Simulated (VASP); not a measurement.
**H10C6S: single point with PBE+D3(BJ)**

The system is H10C6S.

```xyz
34
Lattice="5.5371 -5.1051 0.0409 5.5371 5.1051 0.0409 -1.4277 0.0000 5.8622" Properties=species:S:1:pos:R:3 pbc="T T T"
H     5.4407   -2.9066   -0.0118
H     4.9196   -2.9066    3.0248
H     4.2058    2.9066    5.9559
H     4.7268    2.9066    2.9193
H     5.1686   -1.5700    5.5764
H     3.7640   -1.5700    3.2988
H     4.4779    1.5700    0.3676
H     5.8824    1.5700    2.6453
H     7.9449   -2.3017    1.7210
H     2.4154   -2.3017    1.2919
H     1.7015    2.3017    4.2230
H     7.2310    2.3017    4.6522
H     0.8457    0.2107    1.0846
H     9.5146    0.2107    1.9283
H     8.8007   -0.2107    4.8594
H     0.1318   -0.2107    4.0158
H     2.3814    0.4005    2.1203
H     7.9790    0.4005    0.8926
H     7.2651   -0.4005    3.8237
H     1.6675   -0.4005    5.0515
C     6.1392   -2.2137    0.4784
C     4.2211   -2.2137    2.5346
C     3.5073    2.2137    5.4657
C     5.4253    2.2137    3.4095
C     7.1650   -2.9299    1.2842
C     3.1953   -2.9299    1.7287
C     2.4814    2.9299    4.6599
C     6.4512    2.9299    4.2154
C     1.6170    0.8633    1.4974
C     8.7433    0.8633    1.5155
C     8.0294   -0.8633    4.4467
C     0.9031   -0.8633    4.4285
S     5.1802   -1.0396    1.5065
S     4.4663    1.0396    4.4376
```

```json
{"Program": "VASP 6.6.1", "Task": "single point", "Functional": "PBE", "Dispersion": "D3(BJ)", "Potentials or basis": "VASP PAW PBE potentials, release 64 (H, C, S)", "Cutoff": "520 eV", "k mesh": "4 × 4 × 4", "Occupations": "gaussian, width 0.02 eV", "Spin": "no spin polarisation"}
```

* Pressure: -0.1 GPa
* Largest force: 0.086 eV/Å
* Band gap on the k mesh: 3.48 eV (least direct gap 3.55 eV)
* Dispersion energy per atom: -0.069 eV

Forces on the atoms (eV/Å):
```
H   -0.015 -0.012 -0.010
H    0.015 -0.012  0.010
H    0.015  0.012  0.010
H   -0.015  0.012 -0.010
H    0.011  0.011 -0.018
H   -0.011  0.011  0.018
H   -0.011 -0.011  0.018
H    0.011 -0.011 -0.018
H    0.013  0.011  0.007
H   -0.013  0.011 -0.007
H   -0.013 -0.011 -0.007
H    0.013 -0.011  0.007
H   -0.012 -0.011 -0.006
H    0.012 -0.011  0.006
H    0.012  0.011  0.006
H   -0.012  0.011 -0.006
H    0.010 -0.008  0.009
H   -0.010 -0.008 -0.009
H   -0.010  0.008 -0.009
H    0.010  0.008  0.009
C   -0.044  0.062  0.041
C    0.044  0.062 -0.041
C    0.044 -0.062 -0.041
C   -0.044 -0.062  0.041
C    0.003  0.036  0.000
C   -0.003  0.036  0.000
C   -0.003 -0.036  0.000
C    0.003 -0.036  0.000
C    0.003 -0.040  0.012
C   -0.003 -0.040 -0.012
C   -0.003  0.040 -0.012
C    0.003  0.040  0.012
S    0.000 -0.075  0.000
S    0.000  0.075  0.000
```

Stress tensor (GPa, compression positive):
```
-0.11  0.00  0.12
 0.00 -0.05  0.00
 0.12  0.00 -0.13
```

Levels at points of the mesh, in eV from the valence-band top:
```
           k point  band 36  band 37  band 38  band 39  band 40  band 41  band 42  band 43  band 44  band 45
(0.00, 0.00, 0.00)    -1.16    -1.15    -0.81    -0.08    -0.08     3.48     4.04     4.22     4.91     5.10
(0.50, 0.00, 0.00)    -1.24    -0.91    -0.78    -0.16    -0.05     3.62     3.94     4.56     4.81     5.26
(0.50, 0.50, 0.00)    -1.17    -0.99    -0.95    -0.21     0.00     3.82     4.25     4.61     4.80     4.89
(0.00, 0.00, 0.50)    -1.23    -1.03    -1.03    -0.06    -0.06     3.88     3.88     4.24     4.24     5.15
(0.50, 0.00, 0.50)    -1.14    -1.11    -0.97    -0.22    -0.03     3.81     4.16     4.24     4.50     5.10
(0.50, 0.50, 0.50)    -1.23    -1.05    -1.05    -0.16    -0.16     4.17     4.17     4.58     4.58     4.99
```

Wall time 22 min on 1 thread of Intel Xeon 8259CL, with other jobs on the host, peak memory 0.58 GiB.

A k mesh can miss the band edges. As with any semilocal functional, this PBE gap is likely too small.
